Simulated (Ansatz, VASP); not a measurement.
## One calculation of Ge, two programs

INCAR

```
PREC = Accurate
ENCUT = 520
EDIFF = 1E-6
ISMEAR = 0
SIGMA = 0.15
LREAL = False
LASPH = True
NELM = 80
ALGO = Normal
ISIF = 2
LWAVE = False
LCHARG = False
GGA = PS
NBANDS = 21
```

File KPOINTS:

```
Automatic mesh
0
Gamma
  14 14 14
```

POSCAR

```
Ge
1.0
    0.0000000000      2.7669151457      2.7669151457
    2.7669151457      0.0000000000      2.7669151457
    2.7669151457      2.7669151457      0.0000000000
Ge
2
Direct
    0.5147998756      0.4852001244      0.4852001244
    0.7352001244      0.7647998756      0.7647998756
```

Input for Ansatz:

```yaml
crystal:
  lattice:
    - [0.0, 2.7669151457, 2.7669151457]
    - [2.7669151457, 0.0, 2.7669151457]
    - [2.7669151457, 2.7669151457, 0.0]
  atoms:
    - { symbol: Ge, position: [0.5147998756, 0.4852001244, 0.4852001244] }
    - { symbol: Ge, position: [0.7352001244, 0.7647998756, 0.7647998756] }
basis:
  ecutwfc: 420
kpoints:
  mp_grid: { grid: [14, 14, 14] }
hamiltonian:
  xc: pbesol
  pseudopotentials: { kind: paw, azcp: { folder: soft_1 } }
scf:
  occupations: { method: gaussian, width: 0.15 }
output:
  forces: true
  stress: true
  eigenvalues: true
```

Change from the starting cell: mode 4 frozen in at -0.084 Å, equal normal strain along x, y and z -0.0250.

Alike in both runs: task single point; functional PBEsol; k mesh 14 × 14 × 14; occupations gaussian, width 0.15 eV; no spin polarisation.

|  | VASP | Ansatz |
| --- | --- | --- |
| version | VASP 6.6.1 | Ansatz 0.2.0 |
| potentials or method | VASP PAW PBE potentials, release 64 (Ge_d), cutoff 520 eV | scalar-relativistic, plane waves, PAW |
| valence electrons in the cell | 28 | 28 |

Ansatz gave:

| Quantity | Value |
| --- | --- |
| gap on the k mesh at the Fermi level (eV) | none |
| pressure (GPa) | 7.1 |
| traceless stress, the component that is largest in VASP (GPa) | -7.28 |
| rms of the force components (eV/Å) | 1.173 |

Task: Estimate VASP's values.

Result: gap on the k mesh at the Fermi level (eV): none; pressure (GPa): 7.0; traceless stress, the component that is largest in VASP (GPa): -7.24; rms of the force components (eV/Å): 1.170.

VASP's potentials were made for PBE, not for PBEsol, and Ansatz warns of the same on its side. Atom by atom the forces differ by 0.002 eV/Å (rms over components). A gap of «none» marks a metal or a gap that the smearing closes.
